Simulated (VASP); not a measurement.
# AlO4F (P1) in VASP: single point with r2SCAN

Aim: the single point of AlO4F with r2SCAN.

Everything below comes from runs of VASP 6.6.1. Logs are shortened: lines on timing, memory, paths and dates and some standing lists are left out, and cuts for length are marked.

### 1 The cell of the first run

The typed cell holds 12 atoms: a = 4.755 Å, b = 4.910 Å, c = 8.155 Å, α = 88.81°, β = 89.17°, γ = 118.85°.

### 2 Single point, r2SCAN

File POSCAR:

```
AlO4F
1.0
    4.7546145900     -0.0122823500      0.0353494800
   -2.3585845500      4.3056490000      0.0506802900
    0.0577618500      0.1282123800      8.1538628800
Al F O
2 2 8
Direct
    0.3533950000      0.6332760000      0.0627050000
    0.6305950000      0.3533710000      0.5662560000
    0.3223160000      0.7046860000      0.4394490000
    0.6790040000      0.2861040000      0.9348230000
    0.3396580000      0.6705760000      0.2599270000
    0.6686250000      0.3286320000      0.7640460000
    0.5340100000      0.9702640000      0.9747120000
    0.4550120000      0.0167340000      0.4774130000
    0.9990480000      0.4484760000      0.9889460000
    0.9861710000      0.5495360000      0.4846360000
    0.5325770000      0.4353760000      0.0273910000
    0.4659610000      0.5538160000      0.5254620000
```

File INCAR.step1:

```
SYSTEM = AlO4F
PREC = Accurate
ENCUT = 520
ISMEAR = 1
SIGMA = 0.2863
LREAL = .False.
LASPH = .True.
NELM = 100
NBANDS = 46
NELECT = 66.0
GGA = PE
ALGO = Normal
EDIFF = 1E-4
LWAVE = .True.
LCHARG = .False.
```

File INCAR.step2:

```
SYSTEM = AlO4F
PREC = Accurate
ENCUT = 520
EDIFF = 1E-6
ISMEAR = 1
SIGMA = 0.2863
LREAL = .False.
LASPH = .True.
NELM = 100
ALGO = Normal
ISIF = 2
LWAVE = .False.
LCHARG = .True.
METAGGA = R2SCAN
LMIXTAU = .True.
LELF = .True.
LVHAR = .True.
NBANDS = 46
NELECT = 66.0
ISTART = 1
```

File KPOINTS:

```
regular mesh
0
Gamma
  4 4 3
  0 0 0
```

Potentials or basis: VASP PAW PBE potentials, release 64 (Al, F, O).

Command:

```bash
cat potpaw_PBE.64/Al/POTCAR potpaw_PBE.64/F/POTCAR potpaw_PBE.64/O/POTCAR > POTCAR
cp INCAR.step1 INCAR
mpirun -np 1 vasp_std > vasp.out
cp INCAR.step2 INCAR
mpirun -np 1 vasp_std > vasp.out
```

OUTCAR:

```text
SYSTEM = AlO4F
   PREC = Accurate
   ENCUT = 520
   EDIFF = 1E-6
   ISMEAR = 1
   LREAL = .False.
   LASPH = .True.
   NELM = 100
   ISIF = 2
   METAGGA = R2SCAN
   NELECT = 66.0
   ISTART = 1

 ion  position               nearest neighbor table
   1  0.353  0.633  0.063-   7 1.60  11 1.60   9 1.61   5 1.63
   2  0.631  0.353  0.566-  12 1.56  10 1.61   6 1.63   8 1.64
   3  0.322  0.705  0.439-   8 1.39  12 1.41  10 1.44   5 1.48
   4  0.679  0.286  0.935-   7 1.39   6 1.41   9 1.42  11 1.45
   5  0.340  0.671  0.260-   3 1.48   1 1.63
   6  0.669  0.329  0.764-   4 1.41   2 1.63
   7  0.534  0.970  0.975-   4 1.39   1 1.60
   8  0.455  0.017  0.477-   3 1.39   2 1.64
   9  0.999  0.448  0.989-   4 1.42   1 1.61
  10  0.986  0.550  0.485-   3 1.44   2 1.61
  11  0.533  0.435  0.027-   4 1.45   1 1.60
  12  0.466  0.554  0.525-   3 1.41   2 1.56

  LATTYP: Found a triclinic cell.
 ALAT       =     4.9174544497
 B/A-ratio  =     0.9669152827
 C/A-ratio  =     1.6583936830
 COS(alpha) =     0.0144755386
 COS(beta)  =     0.0346698292
 COS(gamma) =     0.4851097159

  Lattice vectors:

 A1 = (  -2.3960300400,  -4.2933666500,  -0.0860297700)
 A2 = (  -4.7546145900,   0.0122823500,  -0.0353494800)
 A3 = (  -0.0577618500,  -0.1282123800,  -8.1538628800)

Analysis of symmetry for initial positions (statically):
=====================================================================
 Subroutine PRICEL returns:
 Original cell was already a primitive cell.

 Routine SETGRP: Setting up the symmetry group for a
 triclinic supercell.

 Subroutine GETGRP returns: Found  1 space group operations
 (whereof  1 operations were pure point group operations)
 out of a pool of  2 trial point group operations.

The static configuration has the point symmetry C_1 .

Analysis of symmetry for dynamics (positions and initial velocities):
=====================================================================
 Subroutine PRICEL returns:
 Original cell was already a primitive cell.

 Routine SETGRP: Setting up the symmetry group for a
 triclinic supercell.

 Subroutine GETGRP returns: Found  1 space group operations
 (whereof  1 operations were pure point group operations)
 out of a pool of  2 trial point group operations.

The dynamic configuration has the point symmetry C_1 .

 Subroutine INISYM returns: Found  1 space group operations
[... 127 lines left out ...]
   PSTRESS=    0.0 pullay stress
   NELECT =      66.0000    total number of electrons
   NUPDOWN=      -1.0000    fix difference up-down
   EMIN   =  10.00;   EMAX   =-10.00  energy-range for DOS
   EFERMI =   0.00;   METHOD = LEGACY
   ISMEAR =     1;   SIGMA  =   0.29  broadening in eV -4-tet -1-fermi 0-gaus
   EFERMI_NEDOS =   21; number of points for ismear=-14 and -15
   IALGO  =     38    algorithm
   IMIX   =      4    mixing-type and parameters
     AMIX     =   0.40;   BMIX     =  1.00
     AMIX_MAG =   1.60;   BMIX_MAG =  1.00
  volume/ion in A,a.u.               =      13.89        93.71
  Fermi-wavevector in a.u.,A,eV,Ry     =   1.202262  2.271946 19.666325  1.445434
  Thomas-Fermi vector in A             =   2.338048
   LORBIT       =      0    0 simple, 1 ext, 2 COOP (PROOUT), +10 PAW based schemes
   METAGGA = R2SCAN    functional components
   LHFCALC =     F    Hartree Fock is set to
   AEXX    =    0.0000 exact exchange contribution
   IVDW    =     0    specifies the selected vdW correction
   LEPSILON=     F    determine dielectric tensor
   LRPA    =     F    only Hartree local field effects (RPA)
 non-spin polarized calculation
 Methfessel and Paxton  Order N= 1 SIGMA  =   0.29
  energy-cutoff  :      520.00
  volume of cell :      166.64
 maximum number of plane-waves:      4504
   NGX = 17   NGY = 19   NGZ = 31

 number of electron      66.0000002 magnetization

 Free energy of the ion-electron system (eV)
  ---------------------------------------------------
  ext. energy  EPLUGINS =         0.00000000
  ---------------------------------------------------
  free energy    TOTEN  =       -42.87831289 eV

  energy without entropy =      -42.86600988  energy(sigma->0) =      -42.87421188

 E-fermi :  -2.2092     XC(G=0):  -8.1965

 val. band max:       -2.2117235899   @ k =  -0.2500   0.2500  -0.0000
 cond. band min:      -2.1770770356   @ k =   0.0000  -0.0000   0.3333
 fundamental gap:      0.0346465543
 Fermi energy:        -2.2091974583

 k-point     1 :       0.0000    0.0000    0.0000
  band No.  band energies     occupation
      1     -36.7750      2.00000
      2     -36.2018      2.00000
      3     -23.0436      2.00000
      4     -22.9157      2.00000
      5     -22.8426      2.00000
      6     -22.2790      2.00000
[... 1141 lines left out ...]
     44      10.6749      0.00000
     45      11.1407      0.00000

 [... further k-points ...]

 [bands above 45 left out]

------------------------ aborting loop because EDIFF is reached ----------------------------------------

  FORCE on cell =-STRESS in cart. coord.  units (eV):
  Direction    XX          YY          ZZ          XY          YZ          ZX
  --------------------------------------------------------------------------------------
  -------------------------------------------------------------------------------------
  Total       34.8789377     33.9799536     33.4098680     -2.1208049     -0.3182692      0.9832062
  in kB      335.3535016    326.7099625    321.2287116    -20.3910844     -3.0600896      9.4533168
  external PRESSURE =     327.7640586 kB  Pullay stress =       0.0000000 kB

 VOLUME and BASIS-vectors are now :
 -----------------------------------------------------------------------------
  energy-cutoff  :      520.00
  volume of cell :      166.64
      direct lattice vectors                 reciprocal lattice vectors
     4.754614590 -0.012282350  0.035349480     0.210644756  0.115427681 -0.003307204
    -2.358584550  4.305649000  0.050680290     0.000628198  0.232640253 -0.003662515
     0.057761850  0.128212380  8.153862880    -0.000917114 -0.001946388  0.122678360

 POSITION                                       TOTAL-FORCE (eV/Angst)
 -----------------------------------------------------------------------------------
      0.19024      2.73036      0.55587        -1.021049      0.319086      1.183740
      2.19749      1.58635      4.65737         1.893682     -3.055156      1.363045
     -0.10419      3.08651      3.63031         0.247388      0.381881      0.813754
      2.60760      1.34338      7.66092        -0.239251     -0.995176     -1.057600
      0.04835      2.91642      2.16540         0.889240     -0.782092     -3.473807
      2.44808      1.50472      6.27022        -0.086254      1.024957     -3.100269
      0.30686      4.29603      8.01572         0.668772     -1.825019     -1.721703
      2.15151      0.12767      3.90969        -0.738695      3.056431     -0.980662
      3.74944      2.04550      8.12177         2.600809      0.969723      0.252806
      3.42073      2.41613      4.01437        -2.712353     -0.314604     -0.811350
      1.50691      1.87155      0.26423        -1.338216      0.454748      4.506866
      0.93959      2.44618      4.32908        -0.164072      0.765221      3.025180
 -----------------------------------------------------------------------------------
    total drift:                                0.000085      0.000458      0.000356

  FREE ENERGIE OF THE ION-ELECTRON SYSTEM (eV)
  ---------------------------------------------------
  free  energy   TOTEN  =       -42.8783128869 eV

  energy  without entropy=      -42.8660098772  energy(sigma->0) =      -42.87421188
```

It took 11 min on 1 thread of AMD EPYC 9R45 (Zen 5), shared host; peak memory 0.37 GiB.

What came out:

```yaml
Free_energy: -42.8783 eV
Largest_force: 4.723 eV/Å
```

Forces in eV/Å, atoms in the order of the input:
```
Al  -1.021  0.319  1.184
Al   1.894 -3.055  1.363
F    0.247  0.382  0.814
F   -0.239 -0.995 -1.058
O    0.889 -0.782 -3.474
O   -0.086  1.025 -3.100
O    0.669 -1.825 -1.722
O   -0.739  3.056 -0.981
O    2.601  0.970  0.253
O   -2.712 -0.315 -0.811
O   -1.338  0.455  4.507
O   -0.164  0.765  3.025
```

Caveat: the k points lie up to 0.38 Å⁻¹ apart; the cell carries a net charge on a neutralising background, which shifts energy and pressure; the cell is charged against a uniform background, so pressure and absolute levels hang on convention; the PAW data sets were made with another functional, which shifts forces and pressure a little.
